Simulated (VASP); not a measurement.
A run of VASP 6.6.1 is set up as follows.

INCAR

```
PREC = Accurate ; ENCUT = 520
EDIFF = 1E-7 ; ISMEAR = 0
SIGMA = 0.01 ; LREAL = F
LASPH = T ; NELM = 60
ALGO = Normal ; ISIF = 2
LWAVE = F ; LCHARG = T
GGA = PE ; LELF = T
LVHAR = T ; NBANDS = 14
```

KPOINTS

```
Automatic mesh
0
Gamma
  6 6 6
```

File POSCAR:

```
NaI
1.0
    0.0000000000      3.2297205401      3.2297205401
    3.2297205401      0.0000000000      3.2297205401
    3.2297205401      3.2297205401      0.0000000000
Na I
1 1
Direct
    0.0000000000      0.0000000000      0.0000000000
    0.5000000000      0.5000000000      0.5000000000
```

Potentials or basis: VASP PAW PBE potentials, release 64 (Na_pv, I).

Command:

```bash
$ cat potpaw_PBE.64/Na_pv/POTCAR potpaw_PBE.64/I/POTCAR > POTCAR
$ mpirun -np 1 vasp_std > vasp.out
```

Problem. What does it give for the pressure?

Solution. 0.5 GPa.

Problem. Predict the band gap on the k mesh.

Solution. 3.66 eV, direct.

Caveat: spin-orbit coupling is left out, which moves the levels of the heavy elements. PBE gaps usually lie below the measured ones, often by a third to a half.
